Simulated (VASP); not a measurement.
# C in VASP: a series of runs

The runs below take C through single point, with LDA.

The COD entry that gives the cell may itself be a prediction, so a difference from it is no test against experiment.

All numbers are computed with VASP 6.6.1; they aren't measurements. Logs are shortened: lines on timing, memory, paths and dates and some standing lists are left out, and cuts for length are marked.

## (1) The cell of the first run

It takes space group Cmc2_1 (No. 36, orthorhombic). Conventional cell: a = 2.490 Å, b = 4.312 Å, c = 8.214 Å, α = 90.00°, β = 90.00°, γ = 90.00°. Within 2.0 Å of C (site symmetry m) lie 4 C at 1.52 to 1.53 Å. Within 2.0 Å of C (site symmetry m) lie 4 C at 1.52 to 1.53 Å. C (site symmetry m) has 4 C at 1.52 to 1.55 Å within 2.0 Å. C (site symmetry m) has 4 C at 1.52 to 1.55 Å within 2.0 Å.

## (2) Single point, LDA (mode 4 frozen in at +0.000 Å and mode 5 at -0.029 Å (largest displacements))

Contents of INCAR:

```
SYSTEM = C
ALGO = Normal
EDIFF = 1E-6
ENCUT = 520
ISIF = 2
ISMEAR = 0
LASPH = .True.
LCHARG = .False.
LREAL = .False.
LWAVE = .False.
NBANDS = 26
NELM = 100
PREC = Accurate
SIGMA = 0.05
```

Contents of KPOINTS:

```
k-points
0
Gamma
  12 12 4
  0 0 0
```

Contents of POSCAR:

```
C
1.0
    2.4896249417      0.0000000000      0.0000000000
   -1.2448124708      2.1560784454      0.0000000000
    0.0000000000      0.0000000000      8.2142660865
C
8
Direct
   -0.0066092215     -0.0132184430      0.0929365318
    0.0066092215      0.0132184430      0.5929365318
    0.0066092215      0.0132184430      0.4070634682
   -0.0066092215     -0.0132184430      0.9070634682
    0.3278573856      0.6557147713      0.1555443640
    0.6721426144      0.3442852287      0.6555443640
    0.3388092810      0.6776185621      0.3444556360
    0.6611907190      0.3223814379      0.8444556360
```

Potentials or basis: VASP PAW LDA potentials, release 64 (C).

Command:

```bash
$ cat potpaw_LDA.64/C/POTCAR > POTCAR
$ mpirun -np 1 vasp_std > vasp.out
```

OUTCAR:

```text
SYSTEM = C
   EDIFF = 1E-6
   ENCUT = 520
   ISIF = 2
   ISMEAR = 0
   LASPH = .True.
   LREAL = .False.
   NELM = 100
   PREC = Accurate

 ion  position               nearest neighbor table
   1  0.993  0.987  0.093-   5 1.52   5 1.52   4 1.53   5 1.53
   2  0.007  0.013  0.593-   6 1.52   6 1.52   3 1.53   6 1.53
   3  0.007  0.013  0.407-   7 1.52   2 1.53   7 1.53   7 1.53
   4  0.993  0.987  0.907-   8 1.52   1 1.53   8 1.53   8 1.53
   5  0.328  0.656  0.156-   1 1.52   1 1.52   1 1.53   7 1.55
   6  0.672  0.344  0.656-   2 1.52   2 1.52   2 1.53   8 1.55
   7  0.339  0.678  0.344-   3 1.52   3 1.53   3 1.53   5 1.55
   8  0.661  0.322  0.844-   4 1.52   4 1.53   4 1.53   6 1.55

  LATTYP: Found a hexagonal cell.
 ALAT       =     2.4896249417
 C/A-ratio  =     3.2993990175

  Lattice vectors:

 A1 = (   2.4896249417,   0.0000000000,   0.0000000000)
 A2 = (  -1.2448124708,   2.1560784454,   0.0000000000)
 A3 = (   0.0000000000,   0.0000000000,   8.2142660865)

Analysis of symmetry for initial positions (statically):
=====================================================================
 Subroutine PRICEL returns:
 Original cell was already a primitive cell.

 Routine SETGRP: Setting up the symmetry group for a
 hexagonal supercell.

 Subroutine GETGRP returns: Found  4 space group operations
 (whereof  2 operations were pure point group operations)
 out of a pool of 24 trial point group operations.

The static configuration has the point symmetry C_1h.
 The point group associated with its full space group is C_2v.

Analysis of symmetry for dynamics (positions and initial velocities):
=====================================================================
 Subroutine PRICEL returns:
 Original cell was already a primitive cell.

 Routine SETGRP: Setting up the symmetry group for a
 hexagonal supercell.

 Subroutine GETGRP returns: Found  4 space group operations
 (whereof  2 operations were pure point group operations)
 out of a pool of 24 trial point group operations.

The dynamic configuration has the point symmetry C_1h.
 The point group associated with its full space group is C_2v.

 Subroutine INISYM returns: Found  4 space group operations
 (whereof  2 operations are pure point group operations),
 and found     1 'primitive' translations

----------------------------------------------------------------------------------------
[... 109 lines left out ...]
   IBRION =     -1    ionic relax: 0-MD 1-quasi-New 2-CG
   NFREE  =      0    steps in history (QN), initial steepest desc. (CG)
   ISIF   =      2    stress and relaxation
   ISYM   =      2    0-nonsym 1-usesym 2-fastsym
   POTIM  = 0.5000    time-step for ionic-motion
   TEBEG  =    0.0;   TEEND  =   0.0 temperature during run
   PSTRESS=    0.0 pullay stress
   NELECT =      32.0000    total number of electrons
   NUPDOWN=      -1.0000    fix difference up-down
   EMIN   =  10.00;   EMAX   =-10.00  energy-range for DOS
   EFERMI =   0.00;   METHOD = LEGACY
   ISMEAR =     0;   SIGMA  =   0.05  broadening in eV -4-tet -1-fermi 0-gaus
   EFERMI_NEDOS =   21; number of points for ismear=-14 and -15
   IALGO  =     38    algorithm
   IMIX   =      4    mixing-type and parameters
     AMIX     =   0.40;   BMIX     =  1.00
     AMIX_MAG =   1.60;   BMIX_MAG =  1.00
  volume/ion in A,a.u.               =       5.51        37.19
  Fermi-wavevector in a.u.,A,eV,Ry     =   1.471191  2.780148 29.448492  2.164403
  Thomas-Fermi vector in A             =   2.586357
   LORBIT       =      0    0 simple, 1 ext, 2 COOP (PROOUT), +10 PAW based schemes
   GGA     = CA    functional components
   LHFCALC =     F    Hartree Fock is set to
   AEXX    =    0.0000 exact exchange contribution
   IVDW    =     0    specifies the selected vdW correction
   LEPSILON=     F    determine dielectric tensor
   LRPA    =     F    only Hartree local field effects (RPA)
 non-spin polarized calculation
 Gauss-broadening in eV      SIGMA  =   0.05
  energy-cutoff  :      520.00
  volume of cell :       44.09
 maximum number of plane-waves:      1204
   NGX =  9   NGY =  9   NGZ = 31

 number of electron      31.9999998 magnetization

 Free energy of the ion-electron system (eV)
  ---------------------------------------------------
  ext. energy  EPLUGINS =         0.00000000
  ---------------------------------------------------
  free energy    TOTEN  =       -80.88926019 eV

  energy without entropy =      -80.88926019  energy(sigma->0) =      -80.88926019

 E-fermi :  10.4915     XC(G=0): -13.6367

 val. band max:       10.2855789831   @ k =   0.0000   0.0000   0.0000
 cond. band min:      14.8685643913   @ k =   0.0000   0.4167   0.0000
 fundamental gap:      4.5829854082
 Fermi energy:        10.4914559646

 k-point     1 :       0.0000    0.0000    0.0000
  band No.  band energies     occupation
      1     -11.5700      2.00000
      2      -9.8970      2.00000
      3      -9.7892      2.00000
      4      -5.6757      2.00000
      5      -3.5466      2.00000
      6       3.3405      2.00000
[... 685 lines left out ...]
     25      21.8385      0.00000
     26      22.2443      0.00000

 [... further k-points ...]

------------------------ aborting loop because EDIFF is reached ----------------------------------------

  FORCE on cell =-STRESS in cart. coord.  units (eV):
  Direction    XX          YY          ZZ          XY          YZ          ZX
  --------------------------------------------------------------------------------------
  -------------------------------------------------------------------------------------
  Total        0.4916599      0.4612669      0.4672276      0.0000000      0.0000000      0.0000000
  in kB       17.8652102     16.7608354     16.9774255      0.0000000      0.0000000      0.0000000
  external PRESSURE =      17.2011570 kB  Pullay stress =       0.0000000 kB

 VOLUME and BASIS-vectors are now :
 -----------------------------------------------------------------------------
  energy-cutoff  :      520.00
  volume of cell :       44.09
      direct lattice vectors                 reciprocal lattice vectors
     2.489624942  0.000000000  0.000000000     0.401666927  0.231902508  0.000000000
    -1.244812471  2.156078445  0.000000000     0.000000000  0.463805017  0.000000000
     0.000000000  0.000000000  8.214266087     0.000000000  0.000000000  0.121739421

 POSITION                                       TOTAL-FORCE (eV/Angst)
 -----------------------------------------------------------------------------------
      1.24481      2.12758      0.76341         0.000000      0.194254     -0.000247
      0.00000      0.02850      4.87054        -0.000000     -0.194254     -0.000247
      0.00000      0.02850      3.34373        -0.000000     -0.199248      0.000288
      1.24481      2.12758      7.45086         0.000000      0.199248      0.000288
     -0.00000      1.41377      1.27768         0.000000      0.162444      0.007201
      1.24481      0.74231      5.38482        -0.000000     -0.162444      0.007201
     -0.00000      1.46100      2.82945        -0.000000     -0.155626     -0.007243
      1.24481      0.69508      6.93658         0.000000      0.155626     -0.007243
 -----------------------------------------------------------------------------------
    total drift:                                0.000000     -0.000000      0.000016

  FREE ENERGIE OF THE ION-ELECTRON SYSTEM (eV)
  ---------------------------------------------------
  free  energy   TOTEN  =       -80.8892601926 eV

  energy  without entropy=      -80.8892601926  energy(sigma->0) =      -80.88926019
```

stdout:

```text
POSCAR found type information on POSCAR C
 POSCAR found :  1 types and       8 ions
 scaLAPACK will be used
 LDA part: xc-table for (Slater(with rela. corr.)+CA(PZ))
 , standard interpolation
 POSCAR, INCAR and KPOINTS ok, starting setup
 FFT: planning ... GRIDC
 FFT: planning ... GRID_SOFT
 FFT: planning ... GRID
 WAVECAR not read
 entering main loop
```

Wall time 2 min (1 thread of Intel Xeon Platinum 8259CL at 2.50GHz (Skylake/Cascade Lake), shared host); peak memory 0.21 GiB.

What came out:

```yaml
Free_energy: -80.8893 eV
Pressure: 1.7 GPa
Largest_force: 0.199 eV/Å
Band_gap_on_the_k_mesh: 4.58 eV, indirect (least direct gap 5.32 eV)
```

Forces on the atoms (eV/Å):
```
C    0.000  0.194  0.000
C    0.000 -0.194  0.000
C    0.000 -0.199  0.000
C    0.000  0.199  0.000
C    0.000  0.162  0.007
C    0.000 -0.162  0.007
C    0.000 -0.156 -0.007
C    0.000  0.156 -0.007
```

Stress tensor (GPa, compression positive):
```
1.79 0.00 0.00
0.00 1.68 0.00
0.00 0.00 1.70
```

Caveat: the cell differs from its parent crystal (mode 4 frozen in at +0.000 Å and mode 5 at -0.029 Å (largest displacements)). A k mesh can miss the band edges.

## (3) Single point, LDA (mode 4 frozen in at -0.029 Å and mode 5 at +0.000 Å (largest displacements))

Contents of INCAR:

```
  ALGO = Normal
  EDIFF = 1E-6
  ENCUT = 520
  ISIF = 2
  ISMEAR = 0
  LASPH = T
  LCHARG = F
  LREAL = F
  LWAVE = F
  NBANDS = 26
  NELM = 60
  PREC = Accurate
  SIGMA = 0.05
```

Contents of KPOINTS:

```
k-points
0
Gamma
  12 12 4
```

Contents of POSCAR:

```
C
1.0
    2.4896249417      0.0000000000      0.0000000000
   -1.2448124708      2.1560784454      0.0000000000
    0.0000000000      0.0000000000      8.2142660865
C
8
Direct
   -0.0114475074      0.0000000000      0.0929365318
    0.0114475074      0.0000000000      0.5929365318
    0.0114475074      0.0000000000      0.4070634682
   -0.0114475074      0.0000000000      0.9070634682
    0.3238487137      0.6666666667      0.1555443640
    0.6761512863      0.3333333333      0.6555443640
    0.3428179530      0.6666666667      0.3444556360
    0.6571820470      0.3333333333      0.8444556360
```

Potentials or basis: VASP PAW LDA potentials, release 64 (C).

Command:

```bash
$ cat potpaw_LDA.64/C/POTCAR > POTCAR
$ mpirun -np 1 vasp_std > vasp.out
```

It took 2 min on 1 thread of Intel Xeon Platinum 8259CL at 2.50GHz (Skylake/Cascade Lake), shared host; peak memory 0.21 GiB.

It converged, with:

```yaml
Free_energy: -80.8893 eV
Pressure: 1.7 GPa
Largest_force: 0.197 eV/Å
Band_gap_on_the_k_mesh: 4.59 eV, indirect (least direct gap 5.32 eV)
```

Forces on the atoms (eV/Å):
```
C    0.197  0.003  0.000
C   -0.197 -0.003  0.000
C   -0.197  0.003  0.000
C    0.197 -0.003  0.000
C    0.159 -0.003  0.007
C   -0.159  0.003  0.007
C   -0.159 -0.003 -0.007
C    0.159  0.003 -0.007
```

Stress tensor (GPa, compression positive):
```
1.68 0.00 0.00
0.00 1.79 0.00
0.00 0.00 1.70
```

Levels at points of the mesh, in eV from the valence-band top:
| k point | band 13 | band 14 | band 15 | band 16 | band 17 | band 18 | band 19 | band 20 |
| --- | --- | --- | --- | --- | --- | --- | --- | --- |
| (0.00, 0.00, 0.00) | -1.74 | -0.23 | -0.01 | 0.00 | 5.32 | 5.33 | 5.49 | 7.16 |
| (0.50, 0.00, 0.00) | -5.06 | -4.76 | -3.77 | -3.03 | 4.64 | 5.61 | 6.02 | 6.08 |
| (0.00, 0.50, 0.00) | -5.05 | -4.77 | -3.77 | -3.04 | 4.65 | 5.64 | 6.04 | 6.04 |
| (0.00, 0.00, 0.50) | -0.67 | -0.67 | -0.67 | -0.67 | 6.11 | 6.11 | 6.11 | 6.11 |
| (0.50, 0.00, 0.50) | -4.84 | -4.84 | -3.75 | -3.75 | 4.98 | 4.98 | 6.95 | 6.95 |
| (0.00, 0.50, 0.50) | -4.84 | -4.84 | -3.75 | -3.75 | 4.99 | 4.99 | 6.99 | 6.99 |

Caveat: the cell differs from its parent crystal (mode 4 frozen in at -0.029 Å and mode 5 at +0.000 Å (largest displacements)). A k mesh can miss the band edges.
